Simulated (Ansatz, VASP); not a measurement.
## One calculation of CaO, two programs

POSCAR

```
CaO
1.0
    3.9408117279      0.0000000000      0.0000000000
   -1.9704058639      3.4128430679      0.0000000000
    0.0000000000      0.0000000000      4.7219289102
Ca O
2 2
Direct
    0.3333333333      0.6666666667      0.2500000000
    0.6666666667      0.3333333333      0.7500000000
    0.6666666667      0.3333333333      0.2500000000
    0.3333333333      0.6666666667      0.7500000000
```

Contents of INCAR.step1:

```
ALGO     = Normal         # electronic algorithm
EDIFF    = 1E-4           # SCF threshold, eV
ENCUT    = 520            # plane-wave cutoff, eV
GGA      = PE             # functional
ISMEAR   = 0              # smearing method
LASPH    = T              # aspherical terms in the spheres
LCHARG   = F              # write CHGCAR
LREAL    = F              # projectors in reciprocal space
LWAVE    = T              # write WAVECAR
NBANDS   = 24             # bands
NELM     = 60             # most SCF steps
PREC     = Accurate       # precision mode
SIGMA    = 0.01           # smearing width, eV
```

Contents of INCAR.step2:

```
ALGO     = Normal         # electronic algorithm
EDIFF    = 1E-6           # SCF threshold, eV
ENCUT    = 520            # plane-wave cutoff, eV
ISIF     = 2              # what is computed and relaxed
ISMEAR   = 0              # smearing method
ISTART   = 1            
LASPH    = T              # aspherical terms in the spheres
LCHARG   = T              # write CHGCAR
LELF     = T              # ELF
LMIXTAU  = T            
LREAL    = F              # projectors in reciprocal space
LVHAR    = T            
LWAVE    = F              # write WAVECAR
METAGGA  = R2SCAN         # meta-GGA
NBANDS   = 24             # bands
NELM     = 60             # most SCF steps
PREC     = Accurate       # precision mode
SIGMA    = 0.01           # smearing width, eV
```

Contents of KPOINTS:

```
k-points
0
Gamma
  6 6 4
```

Input for Ansatz:

```yaml
crystal:
  lattice:
    - [3.9408117279, 0.0, 0.0]
    - [-1.9704058639, 3.4128430679, 0.0]
    - [0.0, 0.0, 4.7219289102]
  atoms:
    - { symbol: Ca, position: [0.3333333333, 0.6666666667, 0.25] }
    - { symbol: Ca, position: [0.6666666667, 0.3333333333, 0.75] }
    - { symbol: O, position: [0.6666666667, 0.3333333333, 0.25] }
    - { symbol: O, position: [0.3333333333, 0.6666666667, 0.75] }
kpoints:
  mp_grid: { grid: [6, 6, 4] }
hamiltonian:
  xc: r2scan
scf:
  occupations: { method: fixed }
  n_extra_bands: 5
output:
  forces: true
  stress: true
  eigenvalues: true
```

Alike in both runs: task single point; functional r2SCAN; k mesh 6 × 6 × 4; no spin polarisation.

|  | VASP | Ansatz |
| --- | --- | --- |
| version | VASP 6.6.1 | Ansatz 0.2.0 |
| potentials or method | VASP PAW PBE potentials, release 64 (Ca_sv, O) | plane waves, PAW |
| plane-wave cutoff (eV) | 520 | 500 |
| occupations | gaussian, width 0.01 eV | fixed |
| valence electrons in the cell | 32 | 32 |

Ansatz gave:

```
gap on the k mesh at the Fermi level (eV)                     : 3.74
pressure (GPa)                                                : 3.1
traceless stress, the component that is largest in VASP (GPa) : 0.26
```

Problem. Which values does VASP return?

Solution. gap on the k mesh at the Fermi level (eV): 3.72; pressure (GPa): 4.1; traceless stress, the component that is largest in VASP (GPa): 0.23.

VASP's potentials were made for PBE, not for r2SCAN.
